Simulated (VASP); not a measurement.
# WS (Pm-3m) in VASP: a series of runs

WS is run at these levels: PBE-based screened hybrid, B3LYP, r2SCAN0; tasks: single point.

All numbers are computed with VASP 6.6.1; they aren't measurements. Logs are shortened: lines on timing, memory, paths and dates and some standing lists are left out, and cuts for length are marked.

## (1) The cell of the first run

It takes space group Pm-3m (No. 221, cubic). Conventional cell: a = 3.008 Å, b = 3.008 Å, c = 3.008 Å, α = 90.00°, β = 90.00°, γ = 90.00°. W (site symmetry m-3m) has 8 S at 2.60 Å and 6 W at 3.01 Å within 3.4 Å. Within 3.4 Å of S (site symmetry m-3m) lie 8 W at 2.60 Å and 6 S at 3.01 Å.

## (2) Single point, PBE-based screened hybrid

The input, POSCAR:

```
WS
1.0
    3.0078900000      0.0000000000      0.0000000000
    0.0000000000      3.0078900000      0.0000000000
    0.0000000000      0.0000000000      3.0078900000
W S
1 1
Direct
    0.5000000000      0.5000000000      0.5000000000
    0.0000000000      0.0000000000      0.0000000000
```

The input, INCAR.step1:

```
SYSTEM = WS
PREC = Accurate
ENCUT = 520
EDIFF = 1E-5
ISMEAR = -1
SIGMA = 0.05
LREAL = .False.
LASPH = .True.
NELM = 80
ALGO = Normal
ISIF = 2
LWAVE = .True.
LCHARG = .False.
NBANDS = 17
GGA = PE
```

The input, INCAR.step2:

```
SYSTEM = WS
PREC = Accurate
ENCUT = 520
EDIFF = 1E-7
ISMEAR = -1
SIGMA = 0.05
LREAL = .False.
LASPH = .True.
NELM = 80
ALGO = Normal
ISIF = 2
LWAVE = .False.
LCHARG = .False.
GGA = PE
LHFCALC = .True.
AEXX = 0.25
HFSCREEN = 0.3
PRECFOCK = Normal
NBANDS = 17
ISTART = 1
```

The input, KPOINTS:

```
regular mesh
0
Gamma
  5 5 5
  0 0 0
```

Potentials or basis: VASP PAW PBE potentials, release 64 (W_sv, S).

Run with:

```sh
$ cat potpaw_PBE.64/W_sv/POTCAR potpaw_PBE.64/S/POTCAR > POTCAR
$ cp INCAR.step1 INCAR
$ mpirun -np 1 vasp_std > vasp.out
$ cp INCAR.step2 INCAR
$ mpirun -np 1 vasp_std > vasp.out
```

OUTCAR:

```text
SYSTEM = WS
   PREC = Accurate
   ENCUT = 520
   EDIFF = 1E-7
   ISMEAR = -1
   LREAL = .False.
   LASPH = .True.
   NELM = 80
   ISIF = 2
   GGA = PE
   LHFCALC = .True.
   AEXX = 0.25
   HFSCREEN = 0.3
   PRECFOCK = Normal
   ISTART = 1

 ion  position               nearest neighbor table
   1  0.500  0.500  0.500-   2 2.60   2 2.60   2 2.60   2 2.60   2 2.60   2 2.60   2 2.60   2 2.60

   2  0.000  0.000  0.000-   1 2.60   1 2.60   1 2.60   1 2.60   1 2.60   1 2.60   1 2.60   1 2.60

  LATTYP: Found a simple cubic cell.
 ALAT       =     3.0078900000

  Lattice vectors:

 A1 = (   3.0078900000,   0.0000000000,   0.0000000000)
 A2 = (   0.0000000000,   3.0078900000,   0.0000000000)
 A3 = (   0.0000000000,   0.0000000000,   3.0078900000)

Analysis of symmetry for initial positions (statically):
=====================================================================
 Subroutine PRICEL returns:
 Original cell was already a primitive cell.

 Routine SETGRP: Setting up the symmetry group for a
 simple cubic supercell.

 Subroutine GETGRP returns: Found 48 space group operations
 (whereof 48 operations were pure point group operations)
 out of a pool of 48 trial point group operations.

The static configuration has the point symmetry O_h .

Analysis of symmetry for dynamics (positions and initial velocities):
=====================================================================
 Subroutine PRICEL returns:
 Original cell was already a primitive cell.

 Routine SETGRP: Setting up the symmetry group for a
 simple cubic supercell.

 Subroutine GETGRP returns: Found 48 space group operations
 (whereof 48 operations were pure point group operations)
 out of a pool of 48 trial point group operations.

The dynamic configuration has the point symmetry O_h .

 Subroutine INISYM returns: Found 48 space group operations
 (whereof 48 operations are pure point group operations),
 and found     1 'primitive' translations

----------------------------------------------------------------------------------------

                                     Primitive cell

[... 75 lines left out ...]
   EDIFF  = 0.1E-06   stopping-criterion for ELM
   LREAL  =      F    real-space projection
   EDIFFG = 0.1E-05   stopping-criterion for IOM
   NSW    =      0    number of steps for IOM
   IBRION =     -1    ionic relax: 0-MD 1-quasi-New 2-CG
   NFREE  =      0    steps in history (QN), initial steepest desc. (CG)
   ISIF   =      2    stress and relaxation
   ISYM   =      3    0-nonsym 1-usesym 2-fastsym
   POTIM  = 0.5000    time-step for ionic-motion
   TEBEG  =    0.0;   TEEND  =   0.0 temperature during run
   PSTRESS=    0.0 pullay stress
   NELECT =      20.0000    total number of electrons
   NUPDOWN=      -1.0000    fix difference up-down
   EMIN   =  10.00;   EMAX   =-10.00  energy-range for DOS
   EFERMI =   0.00;   METHOD = LEGACY
   ISMEAR =    -1;   SIGMA  =   0.05  broadening in eV -4-tet -1-fermi 0-gaus
   EFERMI_NEDOS =   21; number of points for ismear=-14 and -15
   IALGO  =     38    algorithm
   IMIX   =      1    mixing-type and parameters
     AMIX     =   0.40;   BMIX     =  1.00
     AMIX_MAG =   1.60;   BMIX_MAG =  1.00
  volume/ion in A,a.u.               =      13.61        91.82
  Fermi-wavevector in a.u.,A,eV,Ry     =   1.477371  2.791826 29.696414  2.182625
  Thomas-Fermi vector in A             =   2.591783
   LORBIT       =      0    0 simple, 1 ext, 2 COOP (PROOUT), +10 PAW based schemes
   GGA     = PE    functional components
   LHFCALC =     T    Hartree Fock is set to
   PRECFOCK=normal    Normal, Fast or Accurate (Low or Medium for compatibility)
   ENCUT4O =  -1.0   cutoff for four orbital integrals eV
   NKREDX  =     1    reduce k-point grid by
   NKREDY  =     1    reduce k-point grid by
   NKREDZ  =     1    reduce k-point grid by
   AEXX    =    0.2500 exact exchange contribution
   HFSCREEN=    0.3000 screening length (either q_TF or 0.3 A-1)
   HFSCREENC=   0.3000 screening length for correlation (either q_TF or 0.3 A-1)
   ENCUTFOCK=  -1.0 apply spherical cutoff to Coloumb kernel
   IVDW    =     0    specifies the selected vdW correction
   LEPSILON=     F    determine dielectric tensor
   LRPA    =     F    only Hartree local field effects (RPA)
 non-spin polarized calculation
  energy-cutoff  :      520.00
  volume of cell :       27.21
 maximum number of plane-waves:       743
 NGX is ok and might be reduce to    24
  NGX = 18; NGY = 18; NGZ = 18

 number of electron      19.9999996 magnetization

 Free energy of the ion-electron system (eV)
  ---------------------------------------------------
  ext. energy  EPLUGINS =         0.00000000
  ---------------------------------------------------
  free energy    TOTEN  =       -18.98438804 eV

  energy without entropy =      -18.96461945  energy(sigma->0) =      -18.97450375

 E-fermi :  12.9097     XC(G=0): -10.9630

 val. band max:       12.4325551726   @ k =   0.4000   0.4000   0.4000
 cond. band min:      12.9233050452   @ k =   0.2000   0.2000   0.0000
 fundamental gap:      0.4907498726
 Fermi energy:        12.9097452767

 k-point     1 :       0.0000    0.0000    0.0000
  band No.  band energies     occupation
      1     -65.9096      2.00000
      2     -28.5224      2.00000
      3     -28.5224      2.00000
      4     -28.5224      2.00000
      5      -6.8853      2.00000
      6       7.3917      2.00000
[... 177 lines left out ...]
      4     -28.8485      2.00000
      5      -2.6837      2.00000
      6       3.1784      2.00000
[... 9 lines left out ...]
     16      20.0203      0.00000
     17      25.9123      0.00000

------------------------ aborting loop because EDIFF is reached ----------------------------------------

  FORCE on cell =-STRESS in cart. coord.  units (eV):
  Direction    XX          YY          ZZ          XY          YZ          ZX
  --------------------------------------------------------------------------------------
  -------------------------------------------------------------------------------------
  Total       -1.2953501     -1.2953501     -1.2953501      0.0000000     -0.0000000     -0.0000000
  in kB      -76.2626527    -76.2626527    -76.2626527      0.0000000     -0.0000000     -0.0000000
  external PRESSURE =     -76.2626527 kB  Pullay stress =       0.0000000 kB

 VOLUME and BASIS-vectors are now :
 -----------------------------------------------------------------------------
  energy-cutoff  :      520.00
  volume of cell :       27.21
      direct lattice vectors                 reciprocal lattice vectors
     3.007890000  0.000000000  0.000000000     0.332458966  0.000000000  0.000000000
     0.000000000  3.007890000  0.000000000     0.000000000  0.332458966  0.000000000
     0.000000000  0.000000000  3.007890000     0.000000000  0.000000000  0.332458966

 POSITION                                       TOTAL-FORCE (eV/Angst)
 -----------------------------------------------------------------------------------
      1.50395      1.50395      1.50395         0.000000      0.000000      0.000000
      0.00000      0.00000      0.00000         0.000000      0.000000      0.000000
 -----------------------------------------------------------------------------------
    total drift:                                0.000002      0.000005      0.000002

  FREE ENERGIE OF THE ION-ELECTRON SYSTEM (eV)
  ---------------------------------------------------
  free  energy   TOTEN  =       -18.9843880435 eV

  energy  without entropy=      -18.9646194492  energy(sigma->0) =      -18.97450375
```

OUTCAR.step1:

```text
SYSTEM = WS
   PREC = Accurate
   ENCUT = 520
   EDIFF = 1E-5
   ISMEAR = -1
   LREAL = .False.
[... 406 lines left out ...]
      1.50395      1.50395      1.50395         0.000000      0.000000      0.000000
      0.00000      0.00000      0.00000         0.000000      0.000000      0.000000
 -----------------------------------------------------------------------------------
    total drift:                                0.000000     -0.000000     -0.000000

  FREE ENERGIE OF THE ION-ELECTRON SYSTEM (eV)
  ---------------------------------------------------
  free  energy   TOTEN  =       -16.5260576925 eV

  energy  without entropy=      -16.5057357390  energy(sigma->0) =      -16.51589672
```

Wall time 10 min (1 thread of Intel Xeon 6975P-C, shared host); peak memory 0.26 GiB.

Results:

```yaml
Free_energy: -18.9844 eV
Pressure: -7.6 GPa
Band_gap_on_the_k_mesh: zero (band 10 reaches 14.39 eV, above the bottom of band 11 at 12.19 eV)
```

Levels at points of the mesh, in eV from the Fermi level:
| k point | band 8 | band 9 | band 10 | band 11 | band 12 | band 13 |
| --- | --- | --- | --- | --- | --- | --- |
| (0.00, 0.00, 0.00) | -3.66 | -3.66 | -3.66 | 1.09 | 1.09 | 1.09 |

Caveat: the k points lie up to 0.42 Å⁻¹ apart; the PAW data sets were made with another functional, which shifts forces and pressure a little; spin-orbit coupling is left out, which moves the levels of the heavy elements.

[end of part 1 of 2]
